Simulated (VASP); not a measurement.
# Bi (Im-3m) in VASP: a series of runs

The runs below take Bi through single point, with LDA.

All numbers are computed with VASP 6.6.1; they aren't measurements. Logs are shortened: lines on timing, memory, paths and dates and some standing lists are left out, and cuts for length are marked.

### 1 The cell of the first run

Symmetry: Im-3m, No. 229, cubic system. Conventional cell: a = 3.989 Å, b = 3.989 Å, c = 3.989 Å, α = 90.00°, β = 90.00°, γ = 90.00°. Bi (site symmetry m-3m) has 14 Bi at 3.45 to 3.99 Å within 4.5 Å.

### 2 Single point, LDA (volume scaled by 1.02)

Contents of INCAR:

```
ALGO = Fast
EDIFF = 1E-6
ENCUT = 520
ISIF = 2
ISMEAR = -1
LASPH = True
LCHARG = True
LELF = True
LREAL = False
LVHAR = True
LWAVE = False
NBANDS = 14
NELM = 100
PREC = Accurate
SIGMA = 0.05
```

Contents of KPOINTS:

```
k-points
0
Gamma
  9 9 9
```

Contents of POSCAR:

```
Bi
1.0
   -1.9945529707      1.9945529707      1.9945529707
    1.9945529707     -1.9945529707      1.9945529707
    1.9945529707      1.9945529707     -1.9945529707
Bi
1
Direct
    0.0000000000      0.0000000000      0.0000000000
```

Potentials or basis: VASP PAW LDA potentials, release 64 (Bi_d).

On the command line:

```sh
$ cat potpaw_LDA.64/Bi_d/POTCAR > POTCAR
$ mpirun -np 1 vasp_std > vasp.out
```

OUTCAR:

```text
EDIFF = 1E-6
   ENCUT = 520
   ISIF = 2
   ISMEAR = -1
   LASPH = True
   LREAL = False
   NELM = 100
   PREC = Accurate

 ion  position               nearest neighbor table
   1  0.000  0.000  0.000-

  LATTYP: Found a body centered cubic cell.
 ALAT       =     3.9891059414

  Lattice vectors:

 A1 = (  -1.9945529707,   1.9945529707,   1.9945529707)
 A2 = (   1.9945529707,  -1.9945529707,   1.9945529707)
 A3 = (   1.9945529707,   1.9945529707,  -1.9945529707)

Analysis of symmetry for initial positions (statically):
=====================================================================
 Subroutine PRICEL returns:
 Original cell was already a primitive cell.

 Routine SETGRP: Setting up the symmetry group for a
 body centered cubic supercell.

 Subroutine GETGRP returns: Found 48 space group operations
[... 9 lines left out ...]

 Routine SETGRP: Setting up the symmetry group for a
 body centered cubic supercell.

 Subroutine GETGRP returns: Found 48 space group operations
[... 11 lines left out ...]
                                     Primitive cell

  volume of cell :      31.7393

  direct lattice vectors                    reciprocal lattice vectors
    -1.994552971  1.994552971  1.994552971     0.000000000  0.250682738  0.250682738
     1.994552971 -1.994552971  1.994552971     0.250682738  0.000000000  0.250682738
     1.994552971  1.994552971 -1.994552971     0.250682738  0.250682738  0.000000000

  length of vectors
     3.454667084  3.454667084  3.454667084     0.354518928  0.354518928  0.354518928

  position of ions in fractional coordinates (direct lattice)
     0.000000000  0.000000000  0.000000000

  ion indices of the primitive-cell ions
   primitive index   ion index
                 1           1

----------------------------------------------------------------------------------------

 KPOINTS: k-points

Automatic generation of k-mesh.
 Grid dimensions read from file:
 generate k-points for:    9    9    9

 Generating k-lattice:

  Cartesian coordinates                     Fractional coordinates (reciprocal lattice)
     0.000000000  0.027853638  0.027853638     0.111111111  0.000000000  0.000000000
     0.027853638  0.000000000  0.027853638     0.000000000  0.111111111  0.000000000
     0.027853638  0.027853638  0.000000000     0.000000000  0.000000000  0.111111111
[... 47 lines left out ...]
 SYSTEM =  unknown system
   PREC   = accura    normal or accurate (medium, high low for compatibility)
   ISTART =      0    job   : 0-new  1-cont  2-samecut
   ICHARG =      2    charge: 1-file 2-atom 10-const
   ISPIN  =      1    spin polarized calculation?
   LNONCOLLINEAR =      F non collinear calculations
   LSORBIT =      F    spin-orbit coupling
   LASPH  =      T    aspherical Exc in radial PAW
   ENCUT  =  520.0 eV  38.22 Ry    6.18 a.u.   6.42  6.42  6.42*2*pi/ulx,y,z
   NELM   =    100;   NELMIN=  2; NELMDL= -5     # of ELM steps
   EDIFF  = 0.1E-05   stopping-criterion for ELM
   LREAL  =      F    real-space projection
   EDIFFG = 0.1E-04   stopping-criterion for IOM
   NSW    =      0    number of steps for IOM
   IBRION =     -1    ionic relax: 0-MD 1-quasi-New 2-CG
[... 8 lines left out ...]
   EMIN   =  10.00;   EMAX   =-10.00  energy-range for DOS
   EFERMI =   0.00;   METHOD = LEGACY
   ISMEAR =    -1;   SIGMA  =   0.05  broadening in eV -4-tet -1-fermi 0-gaus
   EFERMI_NEDOS =   21; number of points for ismear=-14 and -15
   IALGO  =     68    algorithm
   IMIX   =      4    mixing-type and parameters
     AMIX     =   0.40;   BMIX     =  1.00
     AMIX_MAG =   1.60;   BMIX_MAG =  1.00
  volume/ion in A,a.u.               =      31.74       214.19
  Fermi-wavevector in a.u.,A,eV,Ry     =   1.275184  2.409749 22.124371  1.626095
  Thomas-Fermi vector in A             =   2.407911
   LORBIT       =      0    0 simple, 1 ext, 2 COOP (PROOUT), +10 PAW based schemes
   GGA     = CA    functional components
   LHFCALC =     F    Hartree Fock is set to
   AEXX    =    0.0000 exact exchange contribution
   IVDW    =     0    specifies the selected vdW correction
   LEPSILON=     F    determine dielectric tensor
   LRPA    =     F    only Hartree local field effects (RPA)
 non-spin polarized calculation
 RMM-DIIS sequential band-by-band and
  energy-cutoff  :      520.00
  volume of cell :       31.74
 maximum number of plane-waves:       887
 NGX is ok and might be reduce to    28
   NGX = 13   NGY = 13   NGZ = 13

 number of electron      14.9999999 magnetization

 Free energy of the ion-electron system (eV)
  ---------------------------------------------------
  ext. energy  EPLUGINS =         0.00000000
  ---------------------------------------------------
  free energy    TOTEN  =        -4.44977127 eV

  energy without entropy =       -4.44552367  energy(sigma->0) =       -4.44764747

 E-fermi :   7.4061     XC(G=0): -10.4365

 val. band max:        7.3985247471   @ k =  -0.2222   0.2222   0.1111
 cond. band min:       7.6721418564   @ k =   0.3333   0.2222   0.1111
 fundamental gap:      0.2736171092
 Fermi energy:         7.4060864507

 k-point     1 :       0.0000    0.0000    0.0000
  band No.  band energies     occupation
      1     -15.5265      2.00000
      2     -15.5265      2.00000
      3     -15.5265      2.00000
      4     -15.4044      2.00000
      5     -15.4044      2.00000
      6      -5.9689      2.00000
      7      12.3354      0.00000
      8      12.3354      0.00000
      9      12.3354      0.00000
     10      16.4045      0.00000
     11      17.9444      0.00000
     12      17.9444      0.00000
     13      17.9444      0.00000
     14      19.0213      0.00000
[... 377 lines left out ...]
      1     -15.5160      2.00000
      2     -15.4831      2.00000
      3     -15.4427      2.00000
      4     -15.4086      2.00000
      5     -15.3383      2.00000
      6      -2.6373      2.00000
      7       3.1648      2.00000
      8       6.5965      2.00000
      9       9.9647      0.00000
     10      14.7951      0.00000
     11      16.2475      0.00000
     12      17.3135      0.00000
     13      18.7433      0.00000
     14      24.9708      0.00000

 [... further k-points ...]
[... 5 lines left out ...]
  --------------------------------------------------------------------------------------
  -------------------------------------------------------------------------------------
  Total       -0.8219777     -0.8219777     -0.8219777      0.0000000      0.0000000      0.0000000
  in kB      -41.4929132    -41.4929132    -41.4929132      0.0000000      0.0000000      0.0000000
  external PRESSURE =     -41.4929132 kB  Pullay stress =       0.0000000 kB

 VOLUME and BASIS-vectors are now :
 -----------------------------------------------------------------------------
  energy-cutoff  :      520.00
  volume of cell :       31.74
      direct lattice vectors                 reciprocal lattice vectors
    -1.994552971  1.994552971  1.994552971     0.000000000  0.250682738  0.250682738
     1.994552971 -1.994552971  1.994552971     0.250682738  0.000000000  0.250682738
     1.994552971  1.994552971 -1.994552971     0.250682738  0.250682738  0.000000000

 POSITION                                       TOTAL-FORCE (eV/Angst)
 -----------------------------------------------------------------------------------
      0.00000      0.00000      0.00000        -0.000000      0.000000      0.000000
 -----------------------------------------------------------------------------------
    total drift:                               -0.000000      0.000000      0.000000

  FREE ENERGIE OF THE ION-ELECTRON SYSTEM (eV)
  ---------------------------------------------------
  free  energy   TOTEN  =        -4.4497712680 eV

  energy  without entropy=       -4.4455236729  energy(sigma->0) =       -4.44764747
```

stdout:

```text
POSCAR found type information on POSCAR Bi
 POSCAR found :  1 types and       1 ions
 scaLAPACK will be used
 LDA part: xc-table for (Slater(with rela. corr.)+CA(PZ))
 , standard interpolation
 POSCAR, INCAR and KPOINTS ok, starting setup
 FFT: planning ... GRIDC
 FFT: planning ... GRID_SOFT
 FFT: planning ... GRID
 WAVECAR not read
 entering main loop
WARNING in EDDRMM: call to ZHEGV failed, returncode =   6  3     14
WARNING in EDDRMM: call to ZHEGV failed, returncode =   8  4     13
```

Wall time 40 s (1 thread of AMD EPYC 7R13, shared host); peak memory 0.11 GiB.

What came out:

- Free energy: -4.4498 eV
- Pressure: -4.1 GPa

Caveat: the cell differs from its parent crystal (volume scaled by 1.02); spin-orbit coupling is left out, which moves the levels of the heavy elements.

### 3 Single point, LDA (volume scaled by 1.06)

Contents of INCAR:

```
SYSTEM = Bi
PREC = Accurate
ENCUT = 520
EDIFF = 1E-6
ISMEAR = -1
SIGMA = 0.05
LREAL = .False.
LASPH = .True.
NELM = 80
ALGO = Fast
ISIF = 2
LWAVE = .False.
LCHARG = .False.
NBANDS = 14
```

Contents of KPOINTS:

```
regular mesh
0
Gamma
  9 9 9
  0 0 0
```

Contents of POSCAR:

```
Bi
1.0
   -2.0202919770      2.0202919770      2.0202919770
    2.0202919770     -2.0202919770      2.0202919770
    2.0202919770      2.0202919770     -2.0202919770
Bi
1
Direct
    0.0000000000      0.0000000000      0.0000000000
```

Potentials or basis: VASP PAW LDA potentials, release 64 (Bi_d).

On the command line:

```sh
$ cat potpaw_LDA.64/Bi_d/POTCAR > POTCAR
$ mpirun -np 1 vasp_std > vasp.out
```

OUTCAR:

```text
SYSTEM = Bi
   PREC = Accurate
   ENCUT = 520
   EDIFF = 1E-6
   ISMEAR = -1
   LREAL = .False.
   LASPH = .True.
   NELM = 80
   ISIF = 2

 ion  position               nearest neighbor table
   1  0.000  0.000  0.000-

  LATTYP: Found a body centered cubic cell.
 ALAT       =     4.0405839540

  Lattice vectors:

 A1 = (  -2.0202919770,   2.0202919770,   2.0202919770)
 A2 = (   2.0202919770,  -2.0202919770,   2.0202919770)
 A3 = (   2.0202919770,   2.0202919770,  -2.0202919770)

Analysis of symmetry for initial positions (statically):
=====================================================================
 Subroutine PRICEL returns:
 Original cell was already a primitive cell.

 Routine SETGRP: Setting up the symmetry group for a
 body centered cubic supercell.

 Subroutine GETGRP returns: Found 48 space group operations
[... 9 lines left out ...]

 Routine SETGRP: Setting up the symmetry group for a
 body centered cubic supercell.

 Subroutine GETGRP returns: Found 48 space group operations
[... 11 lines left out ...]
                                     Primitive cell

  volume of cell :      32.9839

  direct lattice vectors                    reciprocal lattice vectors
    -2.020291977  2.020291977  2.020291977     0.000000000  0.247488980  0.247488980
     2.020291977 -2.020291977  2.020291977     0.247488980  0.000000000  0.247488980
     2.020291977  2.020291977 -2.020291977     0.247488980  0.247488980  0.000000000

  length of vectors
     3.499248350  3.499248350  3.499248350     0.350002272  0.350002272  0.350002272

  position of ions in fractional coordinates (direct lattice)
     0.000000000  0.000000000  0.000000000

  ion indices of the primitive-cell ions
   primitive index   ion index
                 1           1

----------------------------------------------------------------------------------------

 KPOINTS: regular mesh

Automatic generation of k-mesh.
 Grid dimensions read from file:
[... 86 lines left out ...]
  volume/ion in A,a.u.               =      32.98       222.59
  Fermi-wavevector in a.u.,A,eV,Ry     =   1.258938  2.379048 21.564223  1.584926
  Thomas-Fermi vector in A             =   2.392523
   LORBIT       =      0    0 simple, 1 ext, 2 COOP (PROOUT), +10 PAW based schemes
   GGA     = CA    functional components
   LHFCALC =     F    Hartree Fock is set to
   AEXX    =    0.0000 exact exchange contribution
   IVDW    =     0    specifies the selected vdW correction
   LEPSILON=     F    determine dielectric tensor
   LRPA    =     F    only Hartree local field effects (RPA)
 non-spin polarized calculation
 RMM-DIIS sequential band-by-band and
  energy-cutoff  :      520.00
  volume of cell :       32.98
 maximum number of plane-waves:       935
 NGX is ok and might be reduce to    28
   NGX = 13   NGY = 13   NGZ = 13

 number of electron      15.0000006 magnetization

 Free energy of the ion-electron system (eV)
  ---------------------------------------------------
  ext. energy  EPLUGINS =         0.00000000
  ---------------------------------------------------
  free energy    TOTEN  =        -4.41174283 eV

  energy without entropy =       -4.40680827  energy(sigma->0) =       -4.40927555

 E-fermi :   6.8935     XC(G=0): -10.2569

 val. band max:        6.8663941593   @ k =  -0.2222   0.2222   0.1111
 cond. band min:       7.2266276437   @ k =   0.3333   0.2222   0.1111
 fundamental gap:      0.3602334844
 Fermi energy:         6.8935159731

 k-point     1 :       0.0000    0.0000    0.0000
  band No.  band energies     occupation
      1     -15.9681      2.00000
      2     -15.9681      2.00000
      3     -15.9681      2.00000
      4     -15.8607      2.00000
      5     -15.8607      2.00000
      6      -6.1841      2.00000
      7      11.6053      0.00000
      8      11.6053      0.00000
      9      11.6053      0.00000
     10      15.4666      0.00000
     11      17.4638      0.00000
     12      17.4638      0.00000
     13      17.4639      0.00000
     14      18.3209      0.00000
[... 377 lines left out ...]
      1     -15.9581      2.00000
      2     -15.9287      2.00000
      3     -15.8941      2.00000
      4     -15.8640      2.00000
      5     -15.8023      2.00000
      6      -3.0852      2.00000
      7       2.8883      2.00000
      8       6.1728      2.00000
      9       9.3753      0.00000
     10      14.1999      0.00000
     11      15.6430      0.00000
     12      16.7290      0.00000
     13      18.0803      0.00000
     14      24.2339      0.00000

 [... further k-points ...]
[... 5 lines left out ...]
  --------------------------------------------------------------------------------------
  -------------------------------------------------------------------------------------
  Total       -1.1705490     -1.1705490     -1.1705490     -0.0000000     -0.0000000     -0.0000000
  in kB      -56.8588112    -56.8588112    -56.8588112     -0.0000000     -0.0000000     -0.0000000
  external PRESSURE =     -56.8588112 kB  Pullay stress =       0.0000000 kB

 VOLUME and BASIS-vectors are now :
 -----------------------------------------------------------------------------
  energy-cutoff  :      520.00
  volume of cell :       32.98
      direct lattice vectors                 reciprocal lattice vectors
    -2.020291977  2.020291977  2.020291977     0.000000000  0.247488980  0.247488980
     2.020291977 -2.020291977  2.020291977     0.247488980  0.000000000  0.247488980
     2.020291977  2.020291977 -2.020291977     0.247488980  0.247488980  0.000000000

 POSITION                                       TOTAL-FORCE (eV/Angst)
 -----------------------------------------------------------------------------------
      0.00000      0.00000      0.00000        -0.000000     -0.000000     -0.000000
 -----------------------------------------------------------------------------------
    total drift:                                0.000000      0.000000      0.000000

  FREE ENERGIE OF THE ION-ELECTRON SYSTEM (eV)
  ---------------------------------------------------
  free  energy   TOTEN  =        -4.4117428335 eV

  energy  without entropy=       -4.4068082672  energy(sigma->0) =       -4.40927555
```

OSZICAR:

```text
N       E                     dE             d eps       ncg     rms          rms(c)
DAV:   1     0.112913986860E+03    0.11291E+03   -0.76960E+03   986   0.122E+03
DAV:   2     0.215985690292E+01   -0.11075E+03   -0.10795E+03  1076   0.335E+02
DAV:   3    -0.426117217851E+01   -0.64210E+01   -0.63994E+01  1270   0.796E+01
DAV:   4    -0.441390409198E+01   -0.15273E+00   -0.15269E+00  1238   0.132E+01
DAV:   5    -0.442089333438E+01   -0.69892E-02   -0.69891E-02  1418   0.251E+00    0.475E-01
RMM:   6    -0.441368870105E+01    0.72046E-02   -0.77949E-03  1190   0.100E+00    0.287E-01
RMM:   7    -0.441172929364E+01    0.19594E-02   -0.62558E-03  1193   0.745E-01    0.779E-02
RMM:   8    -0.441171189375E+01    0.17400E-04   -0.10279E-03  1351   0.434E-01    0.139E-02
RMM:   9    -0.441174007489E+01   -0.28181E-04   -0.26157E-04  1501   0.150E-01    0.765E-03
RMM:  10    -0.441174058904E+01   -0.51415E-06   -0.51820E-05  1329   0.102E-01    0.187E-03
RMM:  11    -0.441174263239E+01   -0.20434E-05   -0.24676E-05  1623   0.463E-02    0.153E-03
RMM:  12    -0.441174283346E+01   -0.20107E-06   -0.22670E-06   838   0.142E-02
   1 F= -.44117428E+01 E0= -.44092756E+01  d E =-.493457E-02
```

stdout:

```text
POSCAR found type information on POSCAR Bi
 POSCAR found :  1 types and       1 ions
 scaLAPACK will be used
 LDA part: xc-table for (Slater(with rela. corr.)+CA(PZ))
 , standard interpolation
 POSCAR, INCAR and KPOINTS ok, starting setup
 FFT: planning ... GRIDC
 FFT: planning ... GRID_SOFT
 FFT: planning ... GRID
 WAVECAR not read
 entering main loop
```

It took 38 s on 1 thread of AMD EPYC 7R13, shared host; peak memory 0.11 GiB.

What came out:

```yaml
Free_energy: -4.4117 eV
Pressure: -5.7 GPa
```

Caveat: the cell differs from its parent crystal (volume scaled by 1.06); spin-orbit coupling is left out, which moves the levels of the heavy elements.

### 4 Single point, LDA

This run uses another cell than the first one, of 31.12 Å³/atom, 0.980 times its volume.

Contents of INCAR:

```
SYSTEM = Bi
PREC = Accurate ; ENCUT = 520
EDIFF = 1E-6 ; ISMEAR = -5
SIGMA = 0.05 ; LREAL = .FALSE.
LASPH = .TRUE. ; NELM = 80
ALGO = Normal ; ISIF = 2
LWAVE = .FALSE. ; LCHARG = .FALSE.
GGA = CA ; NBANDS = 14
```

Contents of KPOINTS:

```
regular mesh
0
G
  9 9 9
  0 0 0
```

Contents of POSCAR:

```
Bi
1.0
   -1.9814305318      1.9814305318      1.9814305318
    1.9814305318     -1.9814305318      1.9814305318
    1.9814305318      1.9814305318     -1.9814305318
Bi
1
Direct
    0.0000000000      0.0000000000      0.0000000000
```

On the command line:

```sh
$ cat potpaw_LDA.64/Bi_d/POTCAR > POTCAR
$ mpirun -np 1 vasp_std > vasp.out
```

Run time: 24 s. Hardware: 1 thread of Intel Xeon Platinum 8259CL at 2.50GHz (Skylake/Cascade Lake), shared host; peak memory 0.14 GiB.

The run converged. Its results:

* Free energy: -4.4498 eV
* Pressure: -3.1 GPa

Levels at points of the mesh, in eV from the Fermi level:
```csv
k point,band 5,band 6,band 7,band 8,band 9,band 10
"(0.00, 0.00, 0.00)",-22.85,-13.54,5.04,5.04,5.04,9.22
```

Caveat: spin-orbit coupling is left out, which moves the levels of the heavy elements; tetrahedron occupations give inexact forces and stress in metals.

### 5 Single point, LDA

This run uses another cell than the first one, of 31.12 Å³/atom, 0.980 times its volume.

Contents of INCAR:

```
SYSTEM = Bi
  PREC = Accurate
  ENCUT = 520
  EDIFF = 1E-6
  ISMEAR = 1
  SIGMA = 0.01
  LREAL = .False.
  LASPH = .True.
  NELM = 100
  ALGO = Normal
  ISIF = 2
  LWAVE = .False.
  LCHARG = .False.
  NBANDS = 14
```

Contents of KPOINTS:

```
Automatic mesh
0
Gamma
  14 14 14
  0 0 0
```

POSCAR is that of step 4.

On the command line:

```sh
$ cat potpaw_LDA.64/Bi_d/POTCAR > POTCAR
$ mpirun -np 1 vasp_std > vasp.out
```

It took 65 s on 1 thread of Intel Xeon Platinum 8259CL at 2.50GHz (Skylake/Cascade Lake), shared host; peak memory 0.16 GiB.

Results (log left out):

```
Free energy : -4.4410 eV
Pressure    : -3.4 GPa
```

Levels at points of the mesh, in eV from the Fermi level:
```tsv
k point	band 3	band 4	band 5	band 6	band 7	band 8	band 9	band 10	band 11	band 12
(0.00, 0.00, 0.00)	-22.88	-22.75	-22.75	-13.44	5.14	5.14	5.14	9.32	10.62	10.62
(0.50, 0.00, 0.00)	-22.76	-22.76	-22.67	-10.41	-4.97	1.63	3.51	6.13	7.72	12.49
(0.50, 0.50, 0.50)	-22.69	-22.69	-22.69	-8.31	-1.73	-1.73	-1.73	3.70	3.70	15.43
```

Caveat: spin-orbit coupling is left out, which moves the levels of the heavy elements.

[end of part 1 of 2]
